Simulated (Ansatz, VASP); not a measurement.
**Two plane-wave programs on Rb**

File INCAR:

```
SYSTEM = Rb
PREC = Accurate
ENCUT = 520
EDIFF = 1E-7
ISMEAR = -1
SIGMA = 0.1
LREAL = .False.
LASPH = .True.
NELM = 60
ALGO = Normal
ISIF = 2
LWAVE = .False.
LCHARG = .False.
GGA = RP
NBANDS = 16
```

The input KPOINTS:

```
Automatic mesh
0
Gamma
  6 6 6
  0 0 0
```

Contents of POSCAR:

```
Rb
1.0
    0.0000000000      5.2673435852      5.2673435852
    5.2673435852      0.0000000000      5.2673435852
    5.2673435852      5.2673435852      0.0000000000
Rb
2
Direct
    0.1250000000      0.1250000000      0.1250000000
    0.8750000000      0.8750000000      0.8750000000
```

Input for Ansatz:

```yaml
crystal:
  lattice:
    - [0.0, 5.2673435852, 5.2673435852]
    - [5.2673435852, 0.0, 5.2673435852]
    - [5.2673435852, 5.2673435852, 0.0]
  atoms:
    - { symbol: Rb, position: [0.125, 0.125, 0.125] }
    - { symbol: Rb, position: [0.875, 0.875, 0.875] }
hamiltonian:
  xc: rpbe
  pseudopotentials:
    kind: paw
    azcp:
      Rb: "pseudopotentials/Rb.paw.azcp"
basis:
  ecutwfc: 420
  fft_grid_basis: typed
kpoints:
  mp_grid: { grid: [6, 6, 6], shift: [0, 0, 0] }
magnetization:
  spin_polarized: false
scf:
  occupations: { method: fermi_dirac, width: 0.1 }
  lower_state_search: "off"
output:
  stress: true
```

Alike in both runs: task single point; functional RPBE; k mesh 6 × 6 × 6; occupations fermi-dirac, width 0.1 eV; no spin polarisation.

|  | VASP | Ansatz |
| --- | --- | --- |
| version | VASP 6.6.1 | Ansatz 0.2.0 |
| potentials or method | VASP PAW PBE potentials, release 64 (Rb_sv), cutoff 520 eV | plane waves (420 eV) with PAW, scalar-relativistic |
| valence electrons in the cell | 18 | 18 |

```csv
,VASP,Ansatz,Ansatz less VASP
pressure (GPa),0.1,0.1,0.00
```

VASP's potentials were made for PBE, not for RPBE.
